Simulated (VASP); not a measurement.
Input of a VASP 6.6.1 run:

File INCAR:

```
  PREC = Accurate
  ENCUT = 520
  EDIFF = 1E-6
  ISMEAR = 0
  SIGMA = 0.15
  LREAL = F
  LASPH = T
  NELM = 80
  ALGO = Normal
  ISIF = 2
  LWAVE = F
  LCHARG = F
  GGA = PE
  NBANDS = 16
```

File KPOINTS:

```
regular mesh
0
Gamma
  12 12 12
```

POSCAR

```
InAs
1.0
    0.0000000000      3.0934008768      2.9696648417
    2.9696648417      0.0000000000      2.9696648417
    2.9696648417      3.0934008768      0.0000000000
In As
1 1
Direct
    0.0000000000      0.0000000000      0.0000000000
    0.7500000000      0.7500000000      0.7500000000
```

Potentials or basis: VASP PAW PBE potentials, release 64 (In_d, As).

Run with:

```console
$ cat potpaw_PBE.64/In_d/POTCAR potpaw_PBE.64/As/POTCAR > POTCAR
$ mpirun -np 1 vasp_std > vasp.out
```

What does it give for the pressure?

4.8 GPa.

What does it give for the band gap on the k mesh?

Zero (filled and empty bands touch).

Stress tensor (GPa, compression positive):
```
5.30 0.00 0.00
0.00 3.89 0.00
0.00 0.00 5.30
```

Caveat: the cell differs from its parent crystal (normal strain along x -0.0400, normal strain along y -0.0400); spin-orbit coupling is left out, which moves the levels of the heavy elements.
